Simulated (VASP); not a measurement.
# SiC2 (I4_1/amd) in VASP: further runs, part 3 of 3

VASP 6.6.1. Earlier steps stand in the parts before.

### 5 Relaxation of cell and atoms, PBE

This run uses another cell than the first one, of 13.61 Å³/atom.

File INCAR:

```
SYSTEM = SiC2
PREC = Accurate
ENCUT = 600
EDIFF = 1E-7
ISMEAR = 0
SIGMA = 0.1
LREAL = .FALSE.
LASPH = .TRUE.
NELM = 60
ALGO = Normal
ISIF = 3
LWAVE = .FALSE.
LCHARG = .FALSE.
GGA = PE
IBRION = 2
NSW = 90
EDIFFG = -0.04
```

File KPOINTS:

```
regular mesh
0
G
  8 8 8
  0 0 0
```

File POSCAR:

```
SiC2
1.0
   -1.6881747700      1.6881747700      7.1623189600
    1.6881747700     -1.6881747700      7.1623189600
    1.6881747700      1.6881747700     -7.1623189600
Si C
2 4
Direct
    0.0000000000      0.0000000000      0.0000000000
    0.7500000000      0.2500000000      0.5000000000
    0.6666666700      0.6666666700      0.0000000000
    0.3333333300      0.3333333300      0.0000000000
    0.4166666700      0.9166666700      0.5000000000
    0.0833333300      0.5833333300      0.5000000000
```

Potentials or basis: VASP PAW PBE potentials, release 64 (Si, C).

Started as:

```bash
$ cat potpaw_PBE.64/Si/POTCAR potpaw_PBE.64/C/POTCAR > POTCAR
$ mpirun -np 1 vasp_std > vasp.out
```

OUTCAR:

```text
SYSTEM = SiC2
   PREC = Accurate
   ENCUT = 600
   EDIFF = 1E-7
   ISMEAR = 0
   LREAL = .FALSE.
   LASPH = .TRUE.
   NELM = 60
   ISIF = 3
   GGA = PE
   IBRION = 2
   NSW = 90
   EDIFFG = -0.04

 ion  position               nearest neighbor table
   1  0.000  0.000  0.000-   5 2.07   6 2.07   6 2.07   5 2.07
   2  0.750  0.250  0.500-   3 2.07   4 2.07   4 2.07   3 2.07
   3  0.667  0.667  0.000-   2 2.07   2 2.07   6 2.07   6 2.07
   4  0.333  0.333  0.000-   2 2.07   2 2.07   5 2.07   5 2.07
   5  0.417  0.917  0.500-   1 2.07   1 2.07   4 2.07   4 2.07
   6  0.083  0.583  0.500-   1 2.07   1 2.07   3 2.07   3 2.07

  LATTYP: Found a body centered tetragonal cell.
 ALAT       =     3.3763495400
 C/A-ratio  =     4.2426406835

  Lattice vectors:

 A1 = (  -1.6881747700,   1.6881747700,   7.1623189600)
 A2 = (   1.6881747700,  -1.6881747700,   7.1623189600)
 A3 = (   1.6881747700,   1.6881747700,  -7.1623189600)

Analysis of symmetry for initial positions (statically):
=====================================================================
 Subroutine PRICEL returns:
 Original cell was already a primitive cell.

 Routine SETGRP: Setting up the symmetry group for a
 body centered tetragonal supercell.

 Subroutine GETGRP returns: Found 16 space group operations
 (whereof  8 operations were pure point group operations)
 out of a pool of 16 trial point group operations.

The static configuration has the point symmetry D_2d.
 The point group associated with its full space group is D_4h.

Analysis of symmetry for dynamics (positions and initial velocities):
=====================================================================
 Subroutine PRICEL returns:
 Original cell was already a primitive cell.

 Routine SETGRP: Setting up the symmetry group for a
 body centered tetragonal supercell.

 Subroutine GETGRP returns: Found 16 space group operations
 (whereof  8 operations were pure point group operations)
 out of a pool of 16 trial point group operations.

The dynamic configuration has the point symmetry D_2d.
 The point group associated with its full space group is D_4h.

 Subroutine INISYM returns: Found 16 space group operations
 (whereof  8 operations are pure point group operations),
 and found     1 'primitive' translations

----------------------------------------------------------------------------------------

                                     Primitive cell

  volume of cell :      81.6485

  direct lattice vectors                    reciprocal lattice vectors
    -1.688174770  1.688174770  7.162318960     0.000000000  0.296177866  0.069809792
     1.688174770 -1.688174770  7.162318960     0.296177866  0.000000000  0.069809792
     1.688174770  1.688174770 -7.162318960     0.296177866  0.296177866  0.000000000

  length of vectors
     7.549747081  7.549747081  7.549747081     0.304293830  0.304293830  0.418858754

  position of ions in fractional coordinates (direct lattice)
     0.000000000  0.000000000  0.000000000
     0.750000000  0.250000000  0.500000000
     0.666666670  0.666666670  0.000000000
     0.333333330  0.333333330  0.000000000
     0.416666670  0.916666670  0.500000000
     0.083333330  0.583333330  0.500000000

  ion indices of the primitive-cell ions
   primitive index   ion index
                 1           1
                 2           2
                 3           3
                 4           4
                 5           5
                 6           6

----------------------------------------------------------------------------------------

 KPOINTS: regular mesh

Automatic generation of k-mesh.
 Grid dimensions read from file:
 generate k-points for:    8    8    8

 Generating k-lattice:

  Cartesian coordinates                     Fractional coordinates (reciprocal lattice)
     0.000000000  0.037022233  0.008726224     0.125000000  0.000000000  0.000000000
     0.037022233  0.000000000  0.008726224     0.000000000  0.125000000  0.000000000
     0.037022233  0.037022233  0.000000000     0.000000000  0.000000000  0.125000000

  Length of vectors
     0.038036729  0.038036729  0.052357344

  Shift w.r.t. Gamma in fractional coordinates (k-lattice)
     0.000000000  0.000000000  0.000000000

 Subroutine IBZKPT returns following result:
 ===========================================

 Found     59 irreducible k-points:

 Following reciprocal coordinates:
            Coordinates               Weight
  0.000000  0.000000  0.000000      1.000000
  0.125000  0.000000  0.000000      8.000000
  0.250000  0.000000  0.000000      8.000000
  0.375000 -0.000000  0.000000      8.000000
  0.500000  0.000000  0.000000      4.000000
  0.125000  0.125000  0.000000      8.000000
[... 16 lines left out ...]
  0.250000  0.125000  0.125000     16.000000
  0.375000  0.125000  0.125000      8.000000
 [... further k-points ...]
   k-points           NKPTS =     59   k-points in BZ     NKDIM =     59   number of bands    NBANDS=     16
   number of dos      NEDOS =    301   number of ions     NIONS =      6
   total plane-waves  NPLWV = 216000
   dimension x,y,z NGX =    60 NGY =   60 NGZ =   60
   dimension x,y,z NGXF=   120 NGYF=  120 NGZF=  120
   ions per type =               2   4
   NGX,Y,Z   is equivalent  to a cutoff of  13.21, 13.21, 13.21 a.u.
   NGXF,Y,Z  is equivalent  to a cutoff of  26.42, 26.42, 26.42 a.u.
 SYSTEM =  SiC2
   PREC   = accura    normal or accurate (medium, high low for compatibility)
   ISTART =      0    job   : 0-new  1-cont  2-samecut
   ICHARG =      2    charge: 1-file 2-atom 10-const
   ISPIN  =      1    spin polarized calculation?
   LNONCOLLINEAR =      F non collinear calculations
   LSORBIT =      F    spin-orbit coupling
   LASPH  =      T    aspherical Exc in radial PAW
   ENCUT  =  600.0 eV  44.10 Ry    6.64 a.u.  15.08 15.08 15.08*2*pi/ulx,y,z
   NELM   =     60;   NELMIN=  2; NELMDL= -5     # of ELM steps
   EDIFF  = 0.1E-06   stopping-criterion for ELM
   LREAL  =      F    real-space projection
   EDIFFG = -.4E-01   stopping-criterion for IOM
   NSW    =     90    number of steps for IOM
   IBRION =      2    ionic relax: 0-MD 1-quasi-New 2-CG
   NFREE  =      1    steps in history (QN), initial steepest desc. (CG)
   ISIF   =      3    stress and relaxation
   ISYM   =      2    0-nonsym 1-usesym 2-fastsym
   POTIM  = 0.5000    time-step for ionic-motion
   TEBEG  =    0.0;   TEEND  =   0.0 temperature during run
   PSTRESS=    0.0 pullay stress
   NELECT =      24.0000    total number of electrons
   NUPDOWN=      -1.0000    fix difference up-down
   EMIN   =  10.00;   EMAX   =-10.00  energy-range for DOS
   EFERMI =   0.00;   METHOD = LEGACY
   ISMEAR =     0;   SIGMA  =   0.10  broadening in eV -4-tet -1-fermi 0-gaus
   EFERMI_NEDOS =   21; number of points for ismear=-14 and -15
   IALGO  =     38    algorithm
   IMIX   =      4    mixing-type and parameters
     AMIX     =   0.40;   BMIX     =  1.00
     AMIX_MAG =   1.60;   BMIX_MAG =  1.00
  volume/ion in A,a.u.               =      13.61        91.83
  Fermi-wavevector in a.u.,A,eV,Ry     =   1.088502  2.056970 16.120670  1.184836
  Thomas-Fermi vector in A             =   2.224685
   LORBIT       =      0    0 simple, 1 ext, 2 COOP (PROOUT), +10 PAW based schemes
   GGA     = PE    functional components
   LHFCALC =     F    Hartree Fock is set to
   AEXX    =    0.0000 exact exchange contribution
   IVDW    =     0    specifies the selected vdW correction
   LEPSILON=     F    determine dielectric tensor
   LRPA    =     F    only Hartree local field effects (RPA)
 conjugate gradient relaxation of ions
 non-spin polarized calculation
 Gauss-broadening in eV      SIGMA  =   0.10
  energy-cutoff  :      600.00
  volume of cell :       81.65
 maximum number of plane-waves:      2760
   NGX = 29   NGY = 29   NGZ = 29

--------------------------------------- Ionic step        1  -------------------------------------------

 number of electron      24.0000000 magnetization

 Free energy of the ion-electron system (eV)
  ---------------------------------------------------
  ext. energy  EPLUGINS =         0.00000000
  ---------------------------------------------------
  free energy    TOTEN  =       -40.01495111 eV

  energy without entropy =      -40.01495108  energy(sigma->0) =      -40.01495110

 E-fermi :   4.4106     XC(G=0):  -9.8917

 val. band max:        4.0984374871   @ k =   0.0000   0.0000   0.0000
 cond. band min:       4.7119353214   @ k =   0.0000   0.0000   0.0000
 fundamental gap:      0.6134978343
 Fermi energy:         4.4106209941
[... 1025 lines left out ...]
      5       0.2125      2.00000
      6       2.1246      2.00000
[... 8 lines left out ...]
     15      14.5652      0.00000
     16      15.8804      0.00000

 [... further k-points ...]

[... ionic steps 4 to 8 ...]

--------------------------------------- Ionic step        9  -------------------------------------------

 number of electron      24.0000000 magnetization

------------------------ aborting loop because EDIFF is reached ----------------------------------------
[... 75 lines left out ...]
--------------------------------------- Ionic step       11  -------------------------------------------

 number of electron      24.0000000 magnetization

 Free energy of the ion-electron system (eV)
  ---------------------------------------------------
  ext. energy  EPLUGINS =         0.00000000
  ---------------------------------------------------
  free energy    TOTEN  =       -45.06839837 eV

  energy without entropy =      -45.06839837  energy(sigma->0) =      -45.06839837

 E-fermi :   9.9126     XC(G=0): -11.6673

 val. band max:        9.4784321859   @ k =   0.0000   0.0000   0.0000
 cond. band min:      10.3700959713   @ k =   0.0000   0.0000   0.0000
 fundamental gap:      0.8916637854
 Fermi energy:         9.9125740081
[... 489 lines left out ...]
  FREE ENERGIE OF THE ION-ELECTRON SYSTEM (eV)
  ---------------------------------------------------
  free  energy   TOTEN  =       -45.0683983698 eV

  energy  without entropy=      -45.0683983698  energy(sigma->0) =      -45.06839837

 reached required accuracy - stopping structural energy minimisation
```

CONTCAR:

```text
SiC2
   1.00000000000000
    -1.4721979308996929    1.4721979308996929    6.2651167697965562
     1.4721979308996929   -1.4721979308996929    6.2651167697965562
     1.4721979308996929    1.4721979308996929   -6.2651167697965562
  Si              C
     2     4
Direct
     0.0000000000000000    0.0000000000000000    0.0000000000000000
     0.7500000000000000    0.2500000000000000    0.5000000000000000
     0.6596615049471555    0.6596615049471555    1.0000000000000000
     0.3403384950528445    0.3403384950528445    0.0000000000000000
     0.4096615049471556    0.9096615049471555    0.5000000000000000
     0.0903384950528444    0.5903384950528445    0.5000000000000000

  0.00000000E+00  0.00000000E+00  0.00000000E+00
  0.00000000E+00  0.00000000E+00  0.00000000E+00
  0.00000000E+00  0.00000000E+00  0.00000000E+00
  0.00000000E+00  0.00000000E+00  0.00000000E+00
  0.00000000E+00  0.00000000E+00  0.00000000E+00
  0.00000000E+00  0.00000000E+00  0.00000000E+00
```

Run time: 71 min. Hardware: 1 thread of AMD EPYC 7R43 (Zen 3), shared host; peak memory 0.53 GiB.

Results:

* Free energy: -45.0684 eV
* Relaxed volume: 9.05 Å³/atom
* Relaxed cell: a = 6.602 Å, b = 6.602 Å, c = 6.602 Å, α = 154.23°, β = 154.23°, γ = 36.77°
* Space group after relaxing (to 0.1 Å): I4_1/amd (No. 141)
* Energy gained by relaxing: 842.2 meV/atom
* Ionic steps: 11
* Pressure after relaxing: 0.1 GPa
* Largest force after relaxing: 0.016 eV/Å
* Band gap on the k mesh: 0.89 eV

Forces on the atoms (eV/Å):
```
Si   0.000  0.000  0.000
Si   0.000  0.000  0.000
C    0.000  0.000  0.016
C    0.000  0.000 -0.016
C    0.000  0.000  0.016
C    0.000  0.000 -0.016
```

The path:
```csv
step,energy change (eV),largest force (eV/Å),pressure (GPa),volume (Å³)
1,0.0000,0.4928,-40.30,81.65
2,-3.5635,4.2131,51.76,47.50
3,-4.6507,2.7077,0.88,55.64
4,-4.7144,2.4670,4.42,52.77
5,-5.0235,0.1551,1.71,54.09
6,-5.0236,0.0973,1.75,54.06
7,-5.0499,0.0894,-1.51,54.68
8,-5.0500,0.1028,-1.74,54.73
9,-5.0515,0.1583,0.90,54.19
10,-5.0533,0.0467,-0.24,54.42
11,-5.0534,0.0164,0.11,54.32
```

Final structure:
```yaml
crystal:
  lattice:
    - [-1.47220, 1.47220, 6.26512]
    - [1.47220, -1.47220, 6.26512]
    - [1.47220, 1.47220, -6.26512]
  atoms:
    - { symbol: Si, position: [0.00000, 0.00000, 0.00000] }
    - { symbol: Si, position: [0.75000, 0.25000, 0.50000] }
    - { symbol: C, position: [0.65966, 0.65966, 0.00000] }
    - { symbol: C, position: [0.34034, 0.34034, 0.00000] }
    - { symbol: C, position: [0.40966, 0.90966, 0.50000] }
    - { symbol: C, position: [0.09034, 0.59034, 0.50000] }
```

Caveat: the volume moved by over 15 % at a fixed basis, so the end points are rough.

### 6 Summary

```csv
task,cell,k mesh,cutoff (eV),smearing,gap on the mesh (eV),pressure (GPa),largest force (eV/Å)
single point,"a = 6.609 Å, angles 154.2, 154.2, 36.8°, 6 atoms, atomic positions A",8 × 8 × 8,520,gaussian 0.1 eV,0.89,-0.4,0.01
single point,"a = 7.550 Å, angles 154.2, 154.2, 36.9°, 6 atoms, atomic positions B",8 × 8 × 8,520,gaussian 0.1 eV,0.61,-40.2,0.49
single point,"a = 6.606 Å, angles 154.2, 154.2, 36.8°, 6 atoms, atomic positions A",14 × 14 × 14,520,gaussian 0.02 eV,0.89,0.0,0.01
relaxation of cell and atoms,"relaxed from a = 7.550 Å, angles 154.2, 154.2, 36.9°, 6 atoms, atomic positions B",8 × 8 × 8,600,gaussian 0.1 eV,0.89,0.1,0.02
```

Alike in all rows: level PBE; potentials or basis VASP PAW PBE potentials, release 64 (Si, C); no spin polarisation.

Caveats: the stress differs along the axes, from -44 to -38 GPa (at least some runs); semilocal functionals underestimate gaps, and a narrow one can read as zero (at least some runs); the volume moved by over 15 % at a fixed basis, so the end points are rough (at least some runs).

Total energies depend on the potentials used, so only differences within one code and one set of settings carry meaning.
